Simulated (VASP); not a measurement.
The system is Ir2Pt.

```
CELL_PARAMETERS angstrom
0.00000 3.54510 3.54510
3.54510 0.00000 3.54510
3.54510 3.54510 0.00000
ATOMIC_POSITIONS crystal
Ir 0.62500 0.12500 0.12500
Ir 0.12500 0.12500 0.12500
Ir 0.12500 0.12500 0.62500
Ir 0.12500 0.62500 0.12500
Pt 0.50000 0.50000 0.50000
Pt 0.75000 0.75000 0.75000
```

| Item | Value |
| --- | --- |
| Program | VASP 6.6.1 |
| Task | relaxation of cell and atoms |
| Functional | PBE |
| Potentials or basis | VASP PAW PBE potentials, release 64 (Ir, Pt) |
| Cutoff | 500 eV |
| k mesh | 4 × 4 × 4 |
| Occupations | gaussian, width 0.1 eV |
| Spin | no spin polarisation |

At the start: pressure 25.0 GPa; volume 14.85 Å³/atom.

Where does the relaxation end?

Over 4 steps the energy falls by 87.7 meV/atom and the volume is 16.09 Å³/atom (+8.3 %); space group Fd-3m (No. 227, to 0.05 Å).

Step by step:
```
step  energy change (eV)  largest force (eV/Å)  pressure (GPa)  volume (Å³)
   1              0.0000                0.0000           25.03        89.11
   2              2.9355                0.0000          -32.95       122.50
   3             -0.5211                0.0000           -2.11        97.22
   4             -0.5264                0.0000           -0.28        96.52
```

Final structure:
```
CELL_PARAMETERS angstrom
0.00000 3.64082 3.64082
3.64082 0.00000 3.64082
3.64082 3.64082 0.00000
ATOMIC_POSITIONS crystal
Ir 0.62500 0.12500 0.12500
Ir 0.12500 0.12500 0.12500
Ir 0.12500 0.12500 0.62500
Ir 0.12500 0.62500 0.12500
Pt 0.50000 0.50000 0.50000
Pt 0.75000 0.75000 0.75000
```

Caveat: the k points lie up to 0.37 Å⁻¹ apart in the final cell.
